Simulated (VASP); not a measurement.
# Sb (P2_1/m) in VASP: notebook

The runs below take Sb through single point, with PBE+D3(BJ).

Everything below comes from runs of VASP 6.6.1. Logs are shortened: lines on timing, memory, paths and dates and some standing lists are left out, and cuts for length are marked.

### 1 The cell of the first run

The typed cell holds 4 atoms: a = 4.388 Å, b = 4.394 Å, c = 6.431 Å, α = 90.00°, β = 109.69°, γ = 90.00°.

### 2 Single point, PBE+D3(BJ) (29.19 Å³/atom)

The input, INCAR:

```
ALGO = Normal ; EDIFF = 1E-6
ENCUT = 520 ; GGA = PE
ISIF = 2 ; ISMEAR = 0
IVDW = 12 ; LASPH = True
LCHARG = True ; LELF = True
LREAL = False ; LVHAR = True
LWAVE = False ; NBANDS = 18
NELM = 60 ; PREC = Accurate
SIGMA = 0.1
```

The input, KPOINTS:

```
k-points
0
Gamma
  10 10 8
```

The input, POSCAR:

```
Sb
1.0
    4.3762730273      0.0000000000     -0.3187065799
    0.0000000000      4.3939689119      0.0000000000
   -1.7210255524      0.0000000000      6.1967416980
Sb
4
Direct
    0.6316332749      0.7500000000      0.2606006628
    0.1315037309      0.2500000000      0.2603833524
    0.8684962691      0.7500000000      0.7396166476
    0.3683667251      0.2500000000      0.7393993372
```

Potentials or basis: VASP PAW PBE potentials, release 64 (Sb).

Started as:

```sh
$ cat potpaw_PBE.64/Sb/POTCAR > POTCAR
$ mpirun -np 1 vasp_std > vasp.out
```

OUTCAR:

```text
EDIFF = 1E-6
   ENCUT = 520
   GGA = PE
   ISIF = 2
   ISMEAR = 0
   IVDW = 12
   LASPH = True
   LREAL = False
   NELM = 60
   PREC = Accurate
 IVDW          = 12

 ion  position               nearest neighbor table
   1  0.632  0.750  0.261-   3 2.90   2 3.10   2 3.10   2 3.10   2 3.10
   2  0.132  0.250  0.260-   4 2.90   1 3.10   1 3.10   1 3.10   1 3.10
   3  0.868  0.750  0.740-   1 2.90   4 3.10   4 3.10   4 3.10   4 3.10
   4  0.368  0.250  0.739-   2 2.90   3 3.10   3 3.10   3 3.10   3 3.10

  LATTYP: Found a simple monoclinic cell.
 ALAT       =     4.3878627478
 B/A-ratio  =     1.0013916033
 C/A-ratio  =     1.4657007094
 COS(beta)  =    -0.3368796447

  Lattice vectors:

 A1 = (   4.3762730273,   0.0000000000,  -0.3187065799)
 A2 = (   0.0000000000,   4.3939689119,   0.0000000000)
 A3 = (  -1.7210255524,   0.0000000000,   6.1967416980)

Analysis of symmetry for initial positions (statically):
=====================================================================
 Subroutine PRICEL returns:
 Original cell was already a primitive cell.

 Routine SETGRP: Setting up the symmetry group for a
 simple monoclinic supercell.

 Subroutine GETGRP returns: Found  4 space group operations
 (whereof  2 operations were pure point group operations)
 out of a pool of  4 trial point group operations.

The static configuration has the point symmetry S_2 .
 The point group associated with its full space group is C_2h.

Analysis of symmetry for dynamics (positions and initial velocities):
=====================================================================
 Subroutine PRICEL returns:
 Original cell was already a primitive cell.

 Routine SETGRP: Setting up the symmetry group for a
 simple monoclinic supercell.

 Subroutine GETGRP returns: Found  4 space group operations
 (whereof  2 operations were pure point group operations)
 out of a pool of  4 trial point group operations.

The dynamic configuration has the point symmetry S_2 .
 The point group associated with its full space group is C_2h.

 Subroutine INISYM returns: Found  4 space group operations
 (whereof  2 operations are pure point group operations),
 and found     1 'primitive' translations

----------------------------------------------------------------------------------------

                                     Primitive cell

  volume of cell :     116.7483

  direct lattice vectors                    reciprocal lattice vectors
     4.376273027  0.000000000 -0.318706580     0.233222095  0.000000000  0.064772941
     0.000000000  4.393968912  0.000000000     0.000000000  0.227584678  0.000000000
    -1.721025552  0.000000000  6.196741698     0.011994919  0.000000000  0.164706488

  length of vectors
     4.387862748  4.393968912  6.431293542     0.242049746  0.227584678  0.165142682

  position of ions in fractional coordinates (direct lattice)
     0.631633275  0.750000000  0.260600663
     0.131503731  0.250000000  0.260383352
     0.868496269  0.750000000  0.739616648
     0.368366725  0.250000000  0.739399337

  ion indices of the primitive-cell ions
   primitive index   ion index
                 1           1
                 2           2
                 3           3
                 4           4

----------------------------------------------------------------------------------------

 KPOINTS: k-points

Automatic generation of k-mesh.
 Grid dimensions read from file:
 generate k-points for:   10   10    8

 Generating k-lattice:

  Cartesian coordinates                     Fractional coordinates (reciprocal lattice)
     0.023322209  0.000000000  0.006477294     0.100000000  0.000000000  0.000000000
     0.000000000  0.022758468  0.000000000     0.000000000  0.100000000  0.000000000
     0.001499365  0.000000000  0.020588311     0.000000000  0.000000000  0.125000000

  Length of vectors
     0.024204975  0.022758468  0.020642835

  Shift w.r.t. Gamma in fractional coordinates (k-lattice)
     0.000000000  0.000000000  0.000000000

 Subroutine IBZKPT returns following result:
 ===========================================

 Found    252 irreducible k-points:

 Following reciprocal coordinates:
            Coordinates               Weight
  0.000000  0.000000  0.000000      1.000000
  0.100000  0.000000  0.000000      2.000000
  0.200000  0.000000  0.000000      2.000000
  0.300000  0.000000  0.000000      2.000000
  0.400000  0.000000  0.000000      2.000000
  0.500000  0.000000 -0.000000      1.000000
[... 16 lines left out ...]
  0.400000  0.300000  0.000000      4.000000
  0.500000  0.300000 -0.000000      2.000000
 [... further k-points ...]
   k-points           NKPTS =    252   k-points in BZ     NKDIM =    252   number of bands    NBANDS=     18
   number of dos      NEDOS =    301   number of ions     NIONS =      4
   total plane-waves  NPLWV =  62208
   dimension x,y,z NGX =    36 NGY =   36 NGZ =   48
   dimension x,y,z NGXF=    72 NGYF=   72 NGZF=   96
   ions per type =               4
   NGX,Y,Z   is equivalent  to a cutoff of  13.64, 13.62, 12.41 a.u.
   NGXF,Y,Z  is equivalent  to a cutoff of  27.28, 27.24, 24.82 a.u.
 SYSTEM =  unknown system
   PREC   = accura    normal or accurate (medium, high low for compatibility)
   ISTART =      0    job   : 0-new  1-cont  2-samecut
   ICHARG =      2    charge: 1-file 2-atom 10-const
   ISPIN  =      1    spin polarized calculation?
   LNONCOLLINEAR =      F non collinear calculations
   LSORBIT =      F    spin-orbit coupling
   LASPH  =      T    aspherical Exc in radial PAW
   ENCUT  =  520.0 eV  38.22 Ry    6.18 a.u.   8.16  8.17 11.96*2*pi/ulx,y,z
   NELM   =     60;   NELMIN=  2; NELMDL= -5     # of ELM steps
   EDIFF  = 0.1E-05   stopping-criterion for ELM
   LREAL  =      F    real-space projection
   EDIFFG = 0.1E-04   stopping-criterion for IOM
   NSW    =      0    number of steps for IOM
   IBRION =     -1    ionic relax: 0-MD 1-quasi-New 2-CG
   NFREE  =      0    steps in history (QN), initial steepest desc. (CG)
   ISIF   =      2    stress and relaxation
   ISYM   =      2    0-nonsym 1-usesym 2-fastsym
   POTIM  = 0.5000    time-step for ionic-motion
   TEBEG  =    0.0;   TEEND  =   0.0 temperature during run
   PSTRESS=    0.0 pullay stress
   NELECT =      20.0000    total number of electrons
   NUPDOWN=      -1.0000    fix difference up-down
   EMIN   =  10.00;   EMAX   =-10.00  energy-range for DOS
   EFERMI =   0.00;   METHOD = LEGACY
   ISMEAR =     0;   SIGMA  =   0.10  broadening in eV -4-tet -1-fermi 0-gaus
   EFERMI_NEDOS =   21; number of points for ismear=-14 and -15
   IALGO  =     38    algorithm
   IMIX   =      4    mixing-type and parameters
     AMIX     =   0.40;   BMIX     =  1.00
     AMIX_MAG =   1.60;   BMIX_MAG =  1.00
  volume/ion in A,a.u.               =      29.19       196.96
  Fermi-wavevector in a.u.,A,eV,Ry     =   0.909218  1.718173 11.247624  0.826677
  Thomas-Fermi vector in A             =   2.033236
   LORBIT       =      0    0 simple, 1 ext, 2 COOP (PROOUT), +10 PAW based schemes
   GGA     = PE    functional components
   LHFCALC =     F    Hartree Fock is set to
   AEXX    =    0.0000 exact exchange contribution
   IVDW    =    12    specifies the selected vdW correction
   LEPSILON=     F    determine dielectric tensor
   LRPA    =     F    only Hartree local field effects (RPA)
 non-spin polarized calculation
 Gauss-broadening in eV      SIGMA  =   0.10
  energy-cutoff  :      520.00
  volume of cell :      116.75
 maximum number of plane-waves:      3165
 NGX is ok and might be reduce to    36
   NGX = 17   NGY = 17   NGZ = 23

 number of electron      20.0000000 magnetization

 Free energy of the ion-electron system (eV)
  ---------------------------------------------------
  ext. energy  EPLUGINS =         0.00000000
  ---------------------------------------------------
  free energy    TOTEN  =       -16.18747260 eV

  energy without entropy =      -16.17703511  energy(sigma->0) =      -16.18225385

 E-fermi :   7.2165     XC(G=0):  -9.7541

 val. band max:        7.2074765914   @ k =  -0.2000   0.1000   0.2500
 cond. band min:       7.2195119485   @ k =   0.1000   0.4000   0.1250
 fundamental gap:      0.0120353572
 Fermi energy:         7.2164558520

 k-point     1 :       0.0000    0.0000    0.0000
  band No.  band energies     occupation
      1      -5.1265      2.00000
      2      -2.4771      2.00000
      3       0.1187      2.00000
      4       1.9103      2.00000
      5       2.1985      2.00000
      6       3.6888      2.00000
[... 10 lines left out ...]
     17      11.7050      0.00000
     18      12.1718      0.00000

 k-point     2 :       0.1000    0.0000    0.0000
  band No.  band energies     occupation
      1      -5.0444      2.00000
      2      -2.4356      2.00000
      3      -0.1069      2.00000
      4       1.7370      2.00000
      5       2.0351      2.00000
      6       3.7871      2.00000
[... 10 lines left out ...]
     17      11.5014      0.00000
     18      12.2752      0.00000

 k-point     3 :       0.2000    0.0000    0.0000
  band No.  band energies     occupation
      1      -4.7992      2.00000
      2      -2.3063      2.00000
      3      -0.7006      2.00000
      4       0.8733      2.00000
      5       2.4010      2.00000
      6       4.0810      2.00000
[... 10 lines left out ...]
     17      11.3619      0.00000
     18      12.5652      0.00000

 k-point     4 :       0.3000    0.0000    0.0000
  band No.  band energies     occupation
      1      -4.3948      2.00000
      2      -2.0782      2.00000
      3      -1.4974      2.00000
      4       0.0323      2.00000
      5       2.9853      2.00000
      6       4.5665      2.00000
[... 375 lines left out ...]
      4      -0.0402      2.00000
      5       2.5360      2.00000
      6       3.4585      2.00000
[... 10 lines left out ...]
     17      13.1703      0.00000
     18      13.9159      0.00000

 k-point    23 :       0.4000    0.3000    0.0000
  band No.  band energies     occupation
      1      -3.2963      2.00000
      2      -2.2053      2.00000
      3      -1.2285      2.00000
      4      -0.4860      2.00000
      5       2.4724      2.00000
      6       3.5011      2.00000
[... 10 lines left out ...]
     17      13.1263      0.00000
     18      13.1915      0.00000

 k-point    24 :       0.5000    0.3000   -0.0000
  band No.  band energies     occupation
      1      -2.7344      2.00000
      2      -2.7335      2.00000
      3      -0.8858      2.00000
      4      -0.8853      2.00000
      5       2.8355      2.00000
      6       2.8364      2.00000
[... 10 lines left out ...]
     17      12.8049      0.00000
     18      12.8105      0.00000

 [... further k-points ...]

------------------------ aborting loop because EDIFF is reached ----------------------------------------

 Edisp (eV)   -1.95553

 E8    (eV) :    -0.9110

  FORCE on cell =-STRESS in cart. coord.  units (eV):
  Direction    XX          YY          ZZ          XY          YZ          ZX
  --------------------------------------------------------------------------------------
  -------------------------------------------------------------------------------------
  Total      -0.95767    -0.95150    -0.89389     0.00000     0.00000     0.00475
  in kB     -13.14245   -13.05773   -12.26715     0.00000     0.00000     0.06512
  external pressure =      -12.82 kB  Pullay stress =        0.00 kB

 VOLUME and BASIS-vectors are now :
 -----------------------------------------------------------------------------
  energy-cutoff  :      520.00
  volume of cell :      116.75
      direct lattice vectors                 reciprocal lattice vectors
     4.376273027  0.000000000 -0.318706580     0.233222095  0.000000000  0.064772941
     0.000000000  4.393968912  0.000000000     0.000000000  0.227584678  0.000000000
    -1.721025552  0.000000000  6.196741698     0.011994919  0.000000000  0.164706488

 POSITION                                       TOTAL-FORCE (eV/Angst)
 -----------------------------------------------------------------------------------
      2.31570      3.29548      1.41357        -0.001767      0.000000     -0.021643
      0.12737      1.09849      1.57162        -0.001383      0.000000     -0.021467
      2.52788      3.29548      4.30642         0.001383      0.000000      0.021467
      0.33955      1.09849      4.46447         0.001767      0.000000      0.021643
 -----------------------------------------------------------------------------------
    total drift:                               -0.000000      0.000000     -0.000000

  FREE ENERGIE OF THE ION-ELECTRON SYSTEM (eV)
  ---------------------------------------------------
  free  energy   TOTEN  =       -18.1430042849 eV

  energy  without entropy=      -18.1325667995  energy(sigma->0) =      -18.13778554
```

Run time: 1.9 min. Hardware: 1 thread of Intel Xeon 6975P-C (Granite Rapids), shared host; peak memory 0.53 GiB.

Results:

```
Free energy                : -18.1430 eV
Pressure                   : -1.3 GPa
Largest force              : 0.022 eV/Å
Band gap on the k mesh     : zero (bands 10 and 11 overlap by 1.06 eV)
Dispersion energy per atom : -0.489 eV
```

Forces on the atoms (eV/Å):
```
Sb  -0.002  0.000 -0.022
Sb  -0.001  0.000 -0.021
Sb   0.001  0.000  0.021
Sb   0.002  0.000  0.022
```

Stress tensor (GPa, compression positive):
```
-1.31  0.00  0.01
 0.00 -1.31  0.00
 0.01  0.00 -1.23
```

Caveat: spin-orbit coupling is left out, which moves the levels of the heavy elements.

### 3 Single point, PBE+D3(BJ) (30.04 Å³/atom)

This run uses another cell than the first one, of 30.04 Å³/atom.

The input, INCAR:

```
SYSTEM = Sb
PREC     = Accurate       ! precision mode
ENCUT    = 520            ! plane-wave cutoff, eV
EDIFF    = 1E-6           ! SCF threshold, eV
ISMEAR   = 0              ! smearing method
SIGMA    = 0.1            ! smearing width, eV
LREAL    = .FALSE.        ! projectors in reciprocal space
LASPH    = .TRUE.         ! aspherical terms in the spheres
NELM     = 60             ! most SCF steps
ALGO     = Normal         ! electronic algorithm
ISIF     = 2              ! what is computed and relaxed
LWAVE    = .FALSE.        ! write WAVECAR
LCHARG   = .FALSE.        ! write CHGCAR
GGA      = PE             ! functional
IVDW     = 12             ! dispersion correction
NBANDS   = 18             ! bands
```

The input, KPOINTS:

```
Automatic mesh
0
G
  10 10 8
  0 0 0
```

The input, POSCAR:

```
Sb
1.0
    4.4060009185      0.0000000000     -0.3219834330
    0.0000000000      4.4243709302      0.0000000000
   -1.7305714823      0.0000000000      6.2899078840
Sb
4
Direct
    0.6332153553      0.7500000000      0.2638910570
    0.1331050247      0.2500000000      0.2636968739
    0.8668949753      0.7500000000      0.7363031261
    0.3667846447      0.2500000000      0.7361089430
```

Potentials or basis: VASP PAW PBE potentials, release 64 (Sb).

Started as:

```sh
$ cat potpaw_PBE.64/Sb/POTCAR > POTCAR
$ mpirun -np 1 vasp_std > vasp.out
```

Wall time 1.9 min (1 thread of Intel Xeon 6975P-C (Granite Rapids), shared host); peak memory 0.55 GiB.

Results (log left out):

| Item | Value |
| --- | --- |
| Free energy | -18.1034 eV |
| Pressure | -2.3 GPa |
| Largest force | 0.021 eV/Å |
| Band gap on the k mesh | zero (bands 10 and 11 overlap by 0.96 eV) |
| Dispersion energy per atom | -0.475 eV |

Forces on the atoms (eV/Å):
```
Sb  -0.002  0.000 -0.020
Sb  -0.001  0.000 -0.020
Sb   0.001  0.000  0.020
Sb   0.002  0.000  0.020
```

Stress tensor (GPa, compression positive):
```
-2.32  0.00  0.01
 0.00 -2.31  0.00
 0.01  0.00 -2.20
```

Levels at points of the mesh, in eV from the Fermi level:
```
           k point  band 6  band 7  band 8  band 9  band 10  band 11  band 12  band 13  band 14  band 15
(0.00, 0.00, 0.00)   -3.41   -2.84   -2.26   -1.35    -0.15     2.87     3.34     3.47     3.78     3.79
(0.50, 0.00, 0.00)   -2.52   -1.08   -1.08   -0.62    -0.62     0.45     0.45     1.10     1.10     2.85
(0.00, 0.50, 0.00)   -3.44   -0.70   -0.70   -0.22    -0.22    -0.10    -0.10     0.46     0.46     4.76
(0.50, 0.50, 0.00)   -5.05   -4.00   -4.00   -1.57    -1.57     1.77     1.77     5.45     5.45     5.47
(0.00, 0.00, 0.50)   -2.85   -2.27   -2.22   -1.33    -0.97    -0.14     2.86     3.24     3.25     3.34
(0.50, 0.00, 0.50)   -2.47   -1.07   -1.07   -0.61    -0.61     0.44     0.44     1.08     1.08     2.79
(0.00, 0.50, 0.50)   -1.26   -1.03   -1.03   -0.74    -0.74     0.78     0.78     0.87     0.87     1.64
(0.50, 0.50, 0.50)   -5.04   -4.01   -4.01   -1.53    -1.53     1.75     1.75     5.44     5.44     5.46
```

Caveat: spin-orbit coupling is left out, which moves the levels of the heavy elements.
